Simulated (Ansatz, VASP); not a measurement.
Two plane-wave programs on Ni

The input INCAR:

```
  PREC = Accurate
  ENCUT = 520
  EDIFF = 1E-7
  ISMEAR = 1
  SIGMA = 0.3
  LREAL = False
  LASPH = True
  NELM = 150
  ALGO = Normal
  ISIF = 2
  LWAVE = False
  LCHARG = True
  ISPIN = 2
  MAGMOM = 0.607
  LORBIT = 11
  LMAXMIX = 4
  GGA = CA
  LELF = True
  LVHAR = True
  NBANDS = 15
```

The input KPOINTS:

```
Automatic mesh
0
Gamma
  16 16 16
```

Contents of POSCAR:

```
Ni
1.0
    0.0000000000      1.7124646296      1.7124646296
    1.7124646296      0.0000000000      1.7124646296
    1.7124646296      1.7124646296      0.0000000000
Ni
1
Direct
    0.0000000000      0.0000000000      0.0000000000
```

Input for Ansatz:

```yaml
crystal:
  lattice:
    - [0.0, 1.7124646296, 1.7124646296]
    - [1.7124646296, 0.0, 1.7124646296]
    - [1.7124646296, 1.7124646296, 0.0]
  atoms:
    - { symbol: Ni, position: [0.0, 0.0, 0.0], spin: 0.607 }
hamiltonian:
  xc: lda
  pseudopotentials:
    kind: paw
    azcp:
      Ni: "pseudopotentials/Ni.paw.azcp"
basis:
  ecutwfc: 420
  fft_grid_basis: typed
kpoints:
  mp_grid: { grid: [16, 16, 16], shift: [0, 0, 0] }
magnetization:
  spin_polarized: true
scf:
  occupations: { method: cold, width: 0.3 }
  lower_state_search: "off"
output:
  stress: true
```

Alike in both runs: task single point; functional LDA; k mesh 16 × 16 × 16; collinear spin.

|  | VASP | Ansatz |
| --- | --- | --- |
| version | VASP 6.6.1 | Ansatz 0.2.0 |
| potentials or method | VASP PAW LDA potentials, release 64 (Ni), cutoff 520 eV | plane waves (420 eV) with PAW, scalar-relativistic |
| occupations | methfessel-paxton of order 1, width 0.3 eV | cold, width 0.3 eV |
| valence electrons in the cell | 10 | 18 |

```tsv
	VASP	Ansatz	Ansatz less VASP
pressure (GPa)	-0.5	-0.3	+0.24
net moment per atom (μB)	0.59	0.65	+0.059
size of the moment on the site where the two differ most (μB)	0.59	0.68	+0.088
```

Ansatz warns that its potentials were made for another functional, while VASP's fit it. LDA's correlation is that of Perdew and Zunger in VASP and of Perdew and Wang (1992) in Ansatz. Site moments also hang on the region over which each program counts them. VASP's potentials hold 10 valence electrons a cell and Ansatz's 18, so a difference there can come from the potentials and not from the codes. Ansatz's warnings: stability check not made.
